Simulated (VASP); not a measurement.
A run of VASP 6.6.1 is set up as follows.

The input POSCAR:

```
In3GaAs4
1.0
   -2.9997818528      2.9997818528      5.9904544933
    2.9997818528     -2.9997818528      5.9904544933
    2.9997818528      2.9997818528     -5.9904544933
Ga As In
1 4 3
Direct
    0.0000000000      0.0000000000      0.0000000000
    0.3570080121      0.3570080121      0.4741751735
    0.1171671614      0.6429919879      0.0000000000
    0.8828328386      0.8828328386      0.5258248265
    0.6429919879      0.1171671614      0.0000000000
    0.7500000000      0.2500000000      0.5000000000
    0.5000000000      0.5000000000      0.0000000000
    0.2500000000      0.7500000000      0.5000000000
```

Contents of INCAR.step1:

```
PREC = Accurate
ENCUT = 520
ISMEAR = -1
SIGMA = 0.02
LREAL = F
LASPH = T
NELM = 60
NBANDS = 46
GGA = PE
ALGO = Normal
EDIFF = 1E-4
LWAVE = T
LCHARG = F
```

Contents of INCAR.step2:

```
PREC = Accurate
ENCUT = 520
EDIFF = 1E-7
ISMEAR = -1
SIGMA = 0.02
LREAL = F
LASPH = T
NELM = 60
ALGO = Normal
ISIF = 2
LWAVE = F
LCHARG = T
METAGGA = R2SCAN
LMIXTAU = T
LELF = T
LVHAR = T
NBANDS = 46
ISTART = 1
```

Contents of KPOINTS:

```
regular mesh
0
Gamma
  6 6 6
```

Potentials or basis: VASP PAW PBE potentials, release 64 (Ga_d, As, In_d).

Launch:

```bash
$ cat potpaw_PBE.64/Ga_d/POTCAR potpaw_PBE.64/As/POTCAR potpaw_PBE.64/In_d/POTCAR > POTCAR
$ cp INCAR.step1 INCAR
$ mpirun -np 1 vasp_std > vasp.out
$ cp INCAR.step2 INCAR
$ mpirun -np 1 vasp_std > vasp.out
```

(1) Predict the band gap on the k mesh.

(2) Estimate the pressure.

## Answers

(1) 0.22 eV.

(2) 0.0 GPa.

Caveat: semilocal functionals underestimate gaps, and a narrow one can read as zero; the PAW data sets were made with another functional, which shifts forces and pressure a little; spin-orbit coupling is left out, which moves the levels of the heavy elements.
